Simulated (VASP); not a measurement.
# Cu (I4/mmm) in VASP: notebook

The runs below take Cu through single point, with LDA.

All numbers are computed with VASP 6.6.1; they aren't measurements. Logs are shortened: lines on timing, memory, paths and dates and some standing lists are left out, and cuts for length are marked.

### 1 The cell of the first run

The structure is tetragonal, space group I4/mmm (No. 139). The conventional cell has a = 2.886 Å, b = 2.886 Å, c = 2.752 Å, α = 90.00°, β = 90.00°, γ = 90.00°. Cu (site symmetry 4/mmm) has 14 Cu at 2.46 to 2.89 Å within 3.2 Å.

### 2 Single point, LDA

Input file INCAR:

```
PREC = Accurate
ENCUT = 520
EDIFF = 1E-6
ISMEAR = 0
SIGMA = 0.05
LREAL = F
LASPH = T
NELM = 80
ALGO = Normal
ISIF = 2
LWAVE = F
LCHARG = F
GGA = CA
NBANDS = 12
```

Input file KPOINTS:

```
regular mesh
0
Gamma
  15 15 15
```

Input file POSCAR:

```
Cu
1.0
   -1.4427933200      1.4427933200      1.3760814500
    1.4427933200     -1.4427933200      1.3760814500
    1.4427933200      1.4427933200     -1.3760814500
Cu
1
Direct
    0.0000000000      0.0000000000      0.0000000000
```

Potentials or basis: VASP PAW LDA potentials, release 64 (Cu).

Command:

```
> cat potpaw_LDA.64/Cu/POTCAR > POTCAR
> mpirun -np 1 vasp_std > vasp.out
```

OUTCAR:

```text
PREC = Accurate
   ENCUT = 520
   EDIFF = 1E-6
   ISMEAR = 0
   LREAL = F
   LASPH = T
   NELM = 80
   ISIF = 2
   GGA = CA

 ion  position               nearest neighbor table
   1  0.000  0.000  0.000-

  LATTYP: Found a body centered tetragonal cell.
 ALAT       =     2.8855866400
 C/A-ratio  =     0.9537620052

  Lattice vectors:

 A1 = (  -1.4427933200,   1.4427933200,   1.3760814500)
 A2 = (   1.4427933200,  -1.4427933200,   1.3760814500)
 A3 = (   1.4427933200,   1.4427933200,  -1.3760814500)

Analysis of symmetry for initial positions (statically):
=====================================================================
 Subroutine PRICEL returns:
 Original cell was already a primitive cell.

 Routine SETGRP: Setting up the symmetry group for a
 body centered tetragonal supercell.

 Subroutine GETGRP returns: Found 16 space group operations
 (whereof 16 operations were pure point group operations)
 out of a pool of 16 trial point group operations.

The static configuration has the point symmetry D_4h.

Analysis of symmetry for dynamics (positions and initial velocities):
=====================================================================
 Subroutine PRICEL returns:
 Original cell was already a primitive cell.

 Routine SETGRP: Setting up the symmetry group for a
 body centered tetragonal supercell.

 Subroutine GETGRP returns: Found 16 space group operations
 (whereof 16 operations were pure point group operations)
 out of a pool of 16 trial point group operations.

The dynamic configuration has the point symmetry D_4h.

 Subroutine INISYM returns: Found 16 space group operations
 (whereof 16 operations are pure point group operations),
 and found     1 'primitive' translations

----------------------------------------------------------------------------------------

                                     Primitive cell

  volume of cell :      11.4581

  direct lattice vectors                    reciprocal lattice vectors
    -1.442793320  1.442793320  1.376081450     0.000000000  0.346549983  0.363350585
     1.442793320 -1.442793320  1.376081450     0.346549983  0.000000000  0.363350585
     1.442793320  1.442793320 -1.376081450     0.346549983  0.346549983  0.000000000

  length of vectors
     2.461078074  2.461078074  2.461078074     0.502116060  0.502116060  0.490095685

  position of ions in fractional coordinates (direct lattice)
     0.000000000  0.000000000  0.000000000

  ion indices of the primitive-cell ions
   primitive index   ion index
                 1           1

----------------------------------------------------------------------------------------

 KPOINTS: regular mesh

Automatic generation of k-mesh.
 Grid dimensions read from file:
 generate k-points for:   15   15   15

 Generating k-lattice:

  Cartesian coordinates                     Fractional coordinates (reciprocal lattice)
     0.000000000  0.023103332  0.024223372     0.066666667 -0.000000000  0.000000000
     0.023103332  0.000000000  0.024223372    -0.000000000  0.066666667  0.000000000
     0.023103332  0.023103332  0.000000000     0.000000000  0.000000000  0.066666667

  Length of vectors
     0.033474404  0.033474404  0.032673046

  Shift w.r.t. Gamma in fractional coordinates (k-lattice)
     0.000000000  0.000000000  0.000000000

 Subroutine IBZKPT returns following result:
 ===========================================

 Found    288 irreducible k-points:

 Following reciprocal coordinates:
            Coordinates               Weight
  0.000000  0.000000  0.000000      1.000000
  0.066667  0.000000 -0.000000      8.000000
  0.133333  0.000000 -0.000000      8.000000
  0.200000 -0.000000  0.000000      8.000000
  0.266667  0.000000 -0.000000      8.000000
  0.333333  0.000000 -0.000000      8.000000
[... 16 lines left out ...]
  0.133333  0.133333 -0.000000      8.000000
  0.200000  0.133333 -0.000000     16.000000
 [... further k-points ...]
   k-points           NKPTS =    288   k-points in BZ     NKDIM =    288   number of bands    NBANDS=     12
   number of dos      NEDOS =    301   number of ions     NIONS =      1
   total plane-waves  NPLWV =   5832
   dimension x,y,z NGX =    18 NGY =   18 NGZ =   18
   dimension x,y,z NGXF=    36 NGYF=   36 NGZF=   36
   ions per type =               1
   NGX,Y,Z   is equivalent  to a cutoff of  12.16, 12.16, 12.16 a.u.
   NGXF,Y,Z  is equivalent  to a cutoff of  24.32, 24.32, 24.32 a.u.
 SYSTEM =  unknown system
   PREC   = accura    normal or accurate (medium, high low for compatibility)
   ISTART =      0    job   : 0-new  1-cont  2-samecut
   ICHARG =      2    charge: 1-file 2-atom 10-const
   ISPIN  =      1    spin polarized calculation?
   LNONCOLLINEAR =      F non collinear calculations
   LSORBIT =      F    spin-orbit coupling
   LASPH  =      T    aspherical Exc in radial PAW
   ENCUT  =  520.0 eV  38.22 Ry    6.18 a.u.   4.58  4.58  4.58*2*pi/ulx,y,z
   NELM   =     80;   NELMIN=  2; NELMDL= -5     # of ELM steps
   EDIFF  = 0.1E-05   stopping-criterion for ELM
   LREAL  =      F    real-space projection
   EDIFFG = 0.1E-04   stopping-criterion for IOM
   NSW    =      0    number of steps for IOM
   IBRION =     -1    ionic relax: 0-MD 1-quasi-New 2-CG
   NFREE  =      0    steps in history (QN), initial steepest desc. (CG)
   ISIF   =      2    stress and relaxation
   ISYM   =      2    0-nonsym 1-usesym 2-fastsym
   POTIM  = 0.5000    time-step for ionic-motion
   TEBEG  =    0.0;   TEEND  =   0.0 temperature during run
   PSTRESS=    0.0 pullay stress
   NELECT =      11.0000    total number of electrons
   NUPDOWN=      -1.0000    fix difference up-down
   EMIN   =  10.00;   EMAX   =-10.00  energy-range for DOS
   EFERMI =   0.00;   METHOD = LEGACY
   ISMEAR =     0;   SIGMA  =   0.05  broadening in eV -4-tet -1-fermi 0-gaus
   EFERMI_NEDOS =   21; number of points for ismear=-14 and -15
   IALGO  =     38    algorithm
   IMIX   =      4    mixing-type and parameters
     AMIX     =   0.40;   BMIX     =  1.00
     AMIX_MAG =   1.60;   BMIX_MAG =  1.00
  volume/ion in A,a.u.               =      11.46        77.32
  Fermi-wavevector in a.u.,A,eV,Ry     =   1.614984  3.051878 35.486359  2.608174
  Thomas-Fermi vector in A             =   2.709805
   LORBIT       =      0    0 simple, 1 ext, 2 COOP (PROOUT), +10 PAW based schemes
   GGA     = CA    functional components
   LHFCALC =     F    Hartree Fock is set to
   AEXX    =    0.0000 exact exchange contribution
   IVDW    =     0    specifies the selected vdW correction
   LEPSILON=     F    determine dielectric tensor
   LRPA    =     F    only Hartree local field effects (RPA)
 non-spin polarized calculation
 Gauss-broadening in eV      SIGMA  =   0.05
  energy-cutoff  :      520.00
  volume of cell :       11.46
 maximum number of plane-waves:       327
   NGX =  9   NGY =  9   NGZ =  9

 number of electron      10.9999998 magnetization

 Free energy of the ion-electron system (eV)
  ---------------------------------------------------
  ext. energy  EPLUGINS =         0.00000000
  ---------------------------------------------------
  free energy    TOTEN  =        -4.66165985 eV

  energy without entropy =       -4.66112319  energy(sigma->0) =       -4.66139152

 E-fermi :   7.6733     XC(G=0): -13.2810

 val. band max:        7.6536169133   @ k =  -0.3333   0.4000   0.2000
 cond. band min:       7.6839260894   @ k =  -0.2000   0.4667   0.0667
 fundamental gap:      0.0303091761
 Fermi energy:         7.6733108572

 k-point     1 :       0.0000    0.0000    0.0000
  band No.  band energies     occupation
      1      -1.8510      2.00000
      2       4.3568      2.00000
      3       4.5543      2.00000
      4       4.5543      2.00000
      5       5.4433      2.00000
      6       5.6554      2.00000
      7      32.6565      0.00000
      8      32.6565      0.00000
      9      33.9129      0.00000
     10      36.4432      0.00000
     11      36.4432      0.00000
     12      36.7363      0.00000

 k-point     2 :       0.0667    0.0000   -0.0000
  band No.  band energies     occupation
      1      -1.6730      2.00000
      2       4.3649      2.00000
      3       4.5498      2.00000
      4       4.5802      2.00000
      5       5.4435      2.00000
      6       5.6296      2.00000
      7      31.5165      0.00000
      8      32.1857      0.00000
      9      32.6276      0.00000
     10      34.5919      0.00000
     11      35.1078      0.00000
     12      35.7904      0.00000

 k-point     3 :       0.1333    0.0000   -0.0000
  band No.  band energies     occupation
      1      -1.1484      2.00000
      2       4.3040      2.00000
      3       4.5257      2.00000
      4       4.7420      2.00000
      5       5.4416      2.00000
      6       5.5813      2.00000
      7      28.2242      0.00000
      8      30.8199      0.00000
      9      31.1834      0.00000
     10      32.4991      0.00000
     11      34.0058      0.00000
     12      35.9707      0.00000

 k-point     4 :       0.2000   -0.0000    0.0000
  band No.  band energies     occupation
      1      -0.3127      2.00000
      2       4.1688      2.00000
      3       4.4743      2.00000
      4       5.0406      2.00000
      5       5.4400      2.00000
      6       5.5668      2.00000
      7      24.5601      0.00000
      8      29.0968      0.00000
      9      29.7750      0.00000
     10      31.0133      0.00000
     11      33.2018      0.00000
     12      36.9054      0.00000

 k-point     5 :       0.2667    0.0000   -0.0000
  band No.  band energies     occupation
      1       0.7390      2.00000
      2       4.0070      2.00000
      3       4.4691      2.00000
      4       5.4142      2.00000
      5       5.4595      2.00000
      6       5.5973      2.00000
      7      21.0128      0.00000
      8      27.5881      0.00000
      9      28.1312      0.00000
     10      30.1808      0.00000
     11      32.6773      0.00000
     12      38.2567      0.00000

 k-point     6 :       0.3333    0.0000   -0.0000
  band No.  band energies     occupation
      1       1.7504      2.00000
      2       3.8530      2.00000
      3       4.7685      2.00000
      4       5.4993      2.00000
      5       5.6547      2.00000
      6       5.7984      2.00000
      7      17.7165      0.00000
      8      26.3906      0.00000
      9      26.7055      0.00000
     10      29.6461      0.00000
     11      32.3748      0.00000
     12      39.8354      0.00000

 k-point     7 :       0.4000    0.0000   -0.0000
  band No.  band energies     occupation
      1       2.3226      2.00000
      2       3.7339      2.00000
      3       5.4752      2.00000
      4       5.6941      2.00000
      5       5.8048      2.00000
      6       6.1188      2.00000
      7      14.8169      0.00000
      8      25.5615      0.00000
      9      25.6721      0.00000
     10      29.3119      0.00000
     11      32.2273      0.00000
     12      41.2295      0.00000

 k-point     8 :       0.4667   -0.0000    0.0000
  band No.  band energies     occupation
      1       2.4877      2.00000
      2       3.6693      2.00000
      3       5.5271      2.00000
      4       5.7479      2.00000
      5       6.3028      2.00000
      6       6.9689      2.00000
      7      12.7404      0.00000
      8      25.1280      0.00000
      9      25.1374      0.00000
     10      29.1502      0.00000
     11      32.1727      0.00000
     12      41.8971      0.00000
[... 166 lines left out ...]
 k-point    20 :      -0.2000    0.0667    0.0000
  band No.  band energies     occupation
      1      -0.6634      2.00000
      2       4.2435      2.00000
      3       4.4565      2.00000
      4       4.9662      2.00000
      5       5.3602      2.00000
      6       5.6144      2.00000
      7      26.4734      0.00000
      8      27.6384      0.00000
      9      30.6779      0.00000
     10      32.1449      0.00000
     11      35.5619      0.00000
     12      36.0636      0.00000

 k-point    21 :      -0.1333    0.0667    0.0000
  band No.  band energies     occupation
      1      -1.3383      2.00000
      2       4.3414      2.00000
      3       4.4970      2.00000
      4       4.7306      2.00000
      5       5.3793      2.00000
      6       5.6340      2.00000
      7      28.8663      0.00000
      8      30.4355      0.00000
      9      32.6505      0.00000
     10      33.0429      0.00000
     11      35.2148      0.00000
     12      36.1558      0.00000

 k-point    22 :      -0.0667    0.0667    0.0000
  band No.  band energies     occupation
      1      -1.6816      2.00000
      2       4.3598      2.00000
      3       4.5251      2.00000
      4       4.6207      2.00000
      5       5.4101      2.00000
      6       5.6520      2.00000
      7      30.5554      0.00000
      8      32.5591      0.00000
      9      33.4995      0.00000
     10      35.0520      0.00000
     11      35.1772      0.00000
     12      35.5472      0.00000

 k-point    23 :       0.1333    0.1333   -0.0000
  band No.  band energies     occupation
      1       0.1980      2.00000
      2       4.1647      2.00000
      3       4.3015      2.00000
      4       5.2832      2.00000
      5       5.3980      2.00000
      6       5.6320      2.00000
      7      24.4772      0.00000
      8      25.0888      0.00000
      9      28.3183      0.00000
     10      32.7088      0.00000
     11      34.8128      0.00000
     12      36.2603      0.00000

 k-point    24 :       0.2000    0.1333   -0.0000
  band No.  band energies     occupation
      1       1.2141      2.00000
      2       4.0413      2.00000
      3       4.2106      2.00000
      4       5.3700      2.00000
      5       5.6870      2.00000
      6       5.7841      2.00000
      7      21.2233      0.00000
      8      23.3874      0.00000
      9      26.9941      0.00000
     10      32.2735      0.00000
     11      35.1355      0.00000
     12      36.8949      0.00000

 [... further k-points ...]
[... 5 lines left out ...]
  --------------------------------------------------------------------------------------
  -------------------------------------------------------------------------------------
  Total       -0.4761046     -0.4761046     -0.5342052      0.0000000      0.0000000      0.0000000
  in kB      -66.5733731    -66.5733731    -74.6975432      0.0000000      0.0000000      0.0000000
  external PRESSURE =     -69.2814298 kB  Pullay stress =       0.0000000 kB

 VOLUME and BASIS-vectors are now :
 -----------------------------------------------------------------------------
  energy-cutoff  :      520.00
  volume of cell :       11.46
      direct lattice vectors                 reciprocal lattice vectors
    -1.442793320  1.442793320  1.376081450     0.000000000  0.346549983  0.363350585
     1.442793320 -1.442793320  1.376081450     0.346549983  0.000000000  0.363350585
     1.442793320  1.442793320 -1.376081450     0.346549983  0.346549983  0.000000000

 POSITION                                       TOTAL-FORCE (eV/Angst)
 -----------------------------------------------------------------------------------
      0.00000      0.00000      0.00000        -0.000000      0.000000      0.000000
 -----------------------------------------------------------------------------------
    total drift:                                0.000000      0.000000      0.000000

  FREE ENERGIE OF THE ION-ELECTRON SYSTEM (eV)
  ---------------------------------------------------
  free  energy   TOTEN  =        -4.6616598532 eV

  energy  without entropy=       -4.6611231928  energy(sigma->0) =       -4.66139152
```

Run time: 22 s. Hardware: 1 thread of Intel Xeon Platinum 8259CL at 2.50GHz (Skylake/Cascade Lake), shared host; peak memory 0.14 GiB.

Results:

- Free energy: -4.6617 eV
- Pressure: -6.9 GPa

Stress tensor (GPa, compression positive):
```
-6.66  0.00  0.00
 0.00 -6.66  0.00
 0.00  0.00 -7.47
```

### 3 Single point, LDA

Input file INCAR:

```
  PREC = Accurate
  ENCUT = 520
  EDIFF = 1E-6
  ISMEAR = 0
  SIGMA = 0.05
  LREAL = False
  LASPH = True
  NELM = 60
  ALGO = Normal
  ISIF = 2
  LWAVE = False
  LCHARG = True
  LELF = True
  LVHAR = True
  NBANDS = 12
```

KPOINTS is that of step 2.

POSCAR is that of step 2.

Potentials or basis: VASP PAW LDA potentials, release 64 (Cu).

Command:

```
> cat potpaw_LDA.64/Cu/POTCAR > POTCAR
> mpirun -np 1 vasp_std > vasp.out
```

It took 23 s on 1 thread of Intel Xeon Platinum 8259CL at 2.50GHz (Skylake/Cascade Lake), shared host; peak memory 0.14 GiB.

It converged, with:

```yaml
Free_energy: -4.6617 eV
Pressure: -6.9 GPa
```

Stress tensor (GPa, compression positive):
```
-6.66  0.00  0.00
 0.00 -6.66  0.00
 0.00  0.00 -7.47
```

Levels at points of the mesh, in eV from the Fermi level:
```csv
k point,band 4,band 5,band 6,band 7,band 8,band 9
"(0.00, 0.00, 0.00)",-3.12,-2.23,-2.02,24.98,24.98,26.24
```
